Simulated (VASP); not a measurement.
Set up this calculation in VASP 6.6.1, as the native input.

```
Task                   : single point
Functional             : PBE
Dispersion             : D3(BJ)
Potentials or basis    : VASP PAW PBE potentials, release 64 (H, C, O)
Cutoff                 : 520 eV
k mesh                 : 6 × 4 × 4
Occupations            : gaussian, width 0.02 eV
Spin                   : no spin polarisation
Dipole correction      : no
Further INCAR settings : LREAL = Auto; ALGO = Normal; EDIFF = 1e-07; NBANDS = 56
```

The structure of H4C2O lies in POSCAR:

```
H4C2O
1.0
    4.6450000000      0.0000000000      0.0000000000
    0.0000000000      8.4070000000      0.0000000000
   -3.4878085440      0.0000000000      6.5627588661
H C O
16 8 4
Direct
    0.8395474713      0.6098593924      0.5615790060
    0.1604525287      0.1098593924      0.9384209940
    0.1604525287      0.3901406076      0.4384209940
    0.8395474713      0.8901406076      0.0615790060
    0.9299878887      0.4376011663      0.7357824291
    0.0700121113      0.9376011663      0.7642175709
    0.0700121113      0.5623988337      0.2642175709
    0.9299878887      0.0623988337      0.2357824291
    0.5786872086      0.5571817936      0.8772904856
    0.4213127914      0.0571817936      0.6227095144
    0.4213127914      0.4428182064      0.1227095144
    0.5786872086      0.9428182064      0.3772904856
    0.4808135566      0.7281087093      0.7000966153
    0.5191864434      0.2281087093      0.7999033847
    0.5191864434      0.2718912907      0.2999033847
    0.4808135566      0.7718912907      0.2000966153
    0.8520202589      0.5614475475      0.7013915717
    0.1479797411      0.0614475475      0.7986084283
    0.1479797411      0.4385524525      0.2986084283
    0.8520202589      0.9385524525      0.2013915717
    0.6464645723      0.6307120308      0.7819956724
    0.3535354277      0.1307120308      0.7180043276
    0.3535354277      0.3692879692      0.2180043276
    0.6464645723      0.8692879692      0.2819956724
    0.9892593490      0.6689012445      0.8730723164
    0.0107406510      0.1689012445      0.6269276836
    0.0107406510      0.3310987555      0.1269276836
    0.9892593490      0.8310987555      0.3730723164
```

These files were run (other wordings do the same):

INCAR

```
SYSTEM = H4C2O
PREC = Accurate
ENCUT = 520
EDIFF = 1E-7
ISMEAR = 0
SIGMA = 0.02
LREAL = Auto
LASPH = .True.
NELM = 60
ALGO = Normal
ISIF = 2
LWAVE = .False.
LCHARG = .False.
GGA = PE
IVDW = 12
NBANDS = 56
```

KPOINTS

```
regular mesh
0
Gamma
  6 4 4
  0 0 0
```

Potentials or basis: VASP PAW PBE potentials, release 64 (H, C, O).

Run with:

```bash
$ cat potpaw_PBE.64/H/POTCAR potpaw_PBE.64/C/POTCAR potpaw_PBE.64/O/POTCAR > POTCAR
$ mpirun -np 1 vasp_std > vasp.out
```

Results of the run:

* Pressure: 0.3 GPa
* Largest force: 0.346 eV/Å
* Band gap on the k mesh: 5.45 eV (least direct gap 5.54 eV)
* Dispersion energy per atom: -0.049 eV

Run time: 7.7 min on 1 thread of Intel(R) Xeon(R) 6975P-C (Granite Rapids), on a shared host, peak memory 0.57 GiB.
